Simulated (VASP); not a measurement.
# GaP (F-43m) in VASP: a series of runs, part 2 of 2

VASP 6.6.1.

## (5) Single point, LDA (volume scaled by 1.04)

File INCAR:

```
  PREC = Accurate
  ENCUT = 520
  EDIFF = 1E-6
  ISMEAR = -1
  SIGMA = 0.05
  LREAL = F
  LASPH = T
  NELM = 80
  ALGO = Normal
  ISIF = 2
  LWAVE = F
  LCHARG = T
  GGA = CA
  LELF = T
  LVHAR = T
  NBANDS = 16
```

File KPOINTS:

```
Automatic mesh
0
Gamma
  8 8 8
```

File POSCAR:

```
GaP
1.0
    0.0000000000      2.7611126653      2.7611126653
    2.7611126653      0.0000000000      2.7611126653
    2.7611126653      2.7611126653      0.0000000000
Ga P
1 1
Direct
    0.0000000000      0.0000000000      0.0000000000
    0.7500000000      0.7500000000      0.7500000000
```

Potentials or basis: VASP PAW LDA potentials, release 64 (Ga_d, P).

The run is started by

```console
cat potpaw_LDA.64/Ga_d/POTCAR potpaw_LDA.64/P/POTCAR > POTCAR
mpirun -np 1 vasp_std > vasp.out
```

OUTCAR:

```text
PREC = Accurate
   ENCUT = 520
   EDIFF = 1E-6
   ISMEAR = -1
   LREAL = F
   LASPH = T
   NELM = 80
   ISIF = 2
   GGA = CA

 ion  position               nearest neighbor table
   1  0.000  0.000  0.000-   2 2.39   2 2.39   2 2.39   2 2.39
   2  0.750  0.750  0.750-   1 2.39   1 2.39   1 2.39   1 2.39

  LATTYP: Found a face centered cubic cell.
 ALAT       =     5.5222253306

  Lattice vectors:

 A1 = (   0.0000000000,   2.7611126653,   2.7611126653)
 A2 = (   2.7611126653,   0.0000000000,   2.7611126653)
 A3 = (   2.7611126653,   2.7611126653,   0.0000000000)

Analysis of symmetry for initial positions (statically):
[... 5 lines left out ...]
 face centered cubic supercell.

 Subroutine GETGRP returns: Found 24 space group operations
 (whereof 24 operations were pure point group operations)
 out of a pool of 48 trial point group operations.

The static configuration has the point symmetry T_d .

Analysis of symmetry for dynamics (positions and initial velocities):
[... 5 lines left out ...]
 face centered cubic supercell.

[... 140 lines left out ...]
   NGX = 15   NGY = 15   NGZ = 15

 number of electron      18.0000007 magnetization

 Free energy of the ion-electron system (eV)
  ---------------------------------------------------
  ext. energy  EPLUGINS =         0.00000000
  ---------------------------------------------------
  free energy    TOTEN  =       -10.39906267 eV

  energy without entropy =      -10.39906264  energy(sigma->0) =      -10.39906265

 E-fermi :   4.7796     XC(G=0):  -9.9907

 val. band max:        4.1097042528   @ k =   0.0000   0.0000   0.0000
 cond. band min:       5.4260049402   @ k =   0.0000   0.0000   0.0000
 fundamental gap:      1.3163006874
 Fermi energy:         4.7795586394

 k-point     1 :       0.0000    0.0000    0.0000
  band No.  band energies     occupation
      1     -10.5329      2.00000
      2     -10.5329      2.00000
      3     -10.5329      2.00000
      4     -10.4460      2.00000
      5     -10.4460      2.00000
      6      -8.1121      2.00000
[... 433 lines left out ...]
      3     -10.4957      2.00000
      4     -10.4503      2.00000
      5     -10.4396      2.00000
      6      -5.7630      2.00000
[... 8 lines left out ...]
     15      15.8426      0.00000
     16      16.2794      0.00000

 [... further k-points ...]
[... 5 lines left out ...]
  --------------------------------------------------------------------------------------
  -------------------------------------------------------------------------------------
  Total       -1.4349554     -1.4349554     -1.4349554     -0.0000000      0.0000000      0.0000000
  in kB      -54.6092992    -54.6092992    -54.6092992     -0.0000000      0.0000000      0.0000000
  external PRESSURE =     -54.6092992 kB  Pullay stress =       0.0000000 kB

 VOLUME and BASIS-vectors are now :
 -----------------------------------------------------------------------------
  energy-cutoff  :      520.00
  volume of cell :       42.10
      direct lattice vectors                 reciprocal lattice vectors
     0.000000000  2.761112665  2.761112665    -0.181086417  0.181086417  0.181086417
     2.761112665  0.000000000  2.761112665     0.181086417 -0.181086417  0.181086417
     2.761112665  2.761112665  0.000000000     0.181086417  0.181086417 -0.181086417

 POSITION                                       TOTAL-FORCE (eV/Angst)
 -----------------------------------------------------------------------------------
      0.00000      0.00000      0.00000         0.000000      0.000000     -0.000000
      4.14167      4.14167      4.14167        -0.000000     -0.000000      0.000000
 -----------------------------------------------------------------------------------
    total drift:                                0.000000      0.000000     -0.000000

  FREE ENERGIE OF THE ION-ELECTRON SYSTEM (eV)
  ---------------------------------------------------
  free  energy   TOTEN  =       -10.3990626687 eV

  energy  without entropy=      -10.3990626398  energy(sigma->0) =      -10.39906265
```

stdout:

```text
POSCAR found type information on POSCAR GaP
 POSCAR found :  2 types and       2 ions
 scaLAPACK will be used
 LDA part: xc-table for (Slater(with rela. corr.)+CA(PZ))
 , standard interpolation
 POSCAR, INCAR and KPOINTS ok, starting setup
 FFT: planning ... GRIDC
 FFT: planning ... GRID_SOFT
 FFT: planning ... GRID
 WAVECAR not read
 entering main loop
```

Run time: 18 s. Hardware: 1 thread of Intel Xeon Platinum 8488C (Sapphire Rapids), shared host; peak memory 0.15 GiB.

What came out:

```yaml
Free_energy: -10.3991 eV
Pressure: -5.5 GPa
Band_gap_on_the_k_mesh: 1.32 eV, direct
```

Levels at points of the mesh, in eV from the valence-band top:
| k point | band 6 | band 7 | band 8 | band 9 | band 10 | band 11 | band 12 | band 13 |
| --- | --- | --- | --- | --- | --- | --- | --- | --- |
| (0.00, 0.00, 0.00) | -12.22 | 0.00 | 0.00 | 0.00 | 1.32 | 3.80 | 3.80 | 3.80 |
| (0.50, 0.00, 0.00) | -10.26 | -6.49 | -1.07 | -1.07 | 1.39 | 4.64 | 4.64 | 7.97 |
| (0.50, 0.50, 0.00) | -9.40 | -6.66 | -2.58 | -2.58 | 1.57 | 1.71 | 10.16 | 10.16 |

 A k mesh can miss the band edges.

## (6) Single point, LDA (volume scaled by 1.06)

File INCAR:

```
SYSTEM = GaP
  PREC = Accurate
  ENCUT = 520
  EDIFF = 1E-6
  ISMEAR = -1
  SIGMA = 0.05
  LREAL = .FALSE.
  LASPH = .TRUE.
  NELM = 100
  ALGO = Normal
  ISIF = 2
  LWAVE = .FALSE.
  LCHARG = .FALSE.
  NBANDS = 16
```

File KPOINTS:

```
regular mesh
0
G
  8 8 8
  0 0 0
```

File POSCAR:

```
GaP
1.0
    0.0000000000      2.7786998443      2.7786998443
    2.7786998443      0.0000000000      2.7786998443
    2.7786998443      2.7786998443      0.0000000000
Ga P
1 1
Direct
    0.0000000000      0.0000000000      0.0000000000
    0.7500000000      0.7500000000      0.7500000000
```

Potentials or basis: VASP PAW LDA potentials, release 64 (Ga_d, P).

The run is started by

```console
cat potpaw_LDA.64/Ga_d/POTCAR potpaw_LDA.64/P/POTCAR > POTCAR
mpirun -np 1 vasp_std > vasp.out
```

Run time: 17 s. Hardware: 1 thread of Intel Xeon Platinum 8488C (Sapphire Rapids), shared host; peak memory 0.15 GiB.

Results (log left out):

```
Free energy            : -10.3687 eV
Pressure               : -6.6 GPa
Band gap on the k mesh : 1.16 eV, direct
```

Levels at points of the mesh, in eV from the valence-band top:
```csv
k point,band 5,band 6,band 7,band 8,band 9,band 10,band 11,band 12,band 13,band 14
"(0.00, 0.00, 0.00)",-14.53,-12.09,0.00,0.00,0.00,1.16,3.80,3.80,3.80,8.24
"(0.50, 0.00, 0.00)",-14.53,-10.19,-6.39,-1.05,-1.05,1.34,4.64,4.64,7.92,10.23
"(0.50, 0.50, 0.00)",-14.52,-9.35,-6.58,-2.51,-2.51,1.61,1.72,10.01,10.01,10.45
```

## (7) Summary

```tsv
cell	gap on the mesh (eV)	pressure (GPa)
a = 3.802 Å, angles 60.0°, 2 atoms	1.41	0.8
a = 3.828 Å, angles 60.0°, 2 atoms	1.46	-1.0
a = 3.880 Å, angles 60.0°, 2 atoms	1.45	-4.1
a = 3.905 Å, angles 60.0°, 2 atoms	1.32	-5.5
a = 3.930 Å, angles 60.0°, 2 atoms	1.16	-6.6
```

Alike in all rows: task single point; level LDA; potentials or basis VASP PAW LDA potentials, release 64 (Ga_d, P); no spin polarisation; k mesh 8 × 8 × 8; cutoff (eV) 520; smearing fermi-dirac 0.05 eV.

Absolute energies hang on the potentials; compare differences alone.
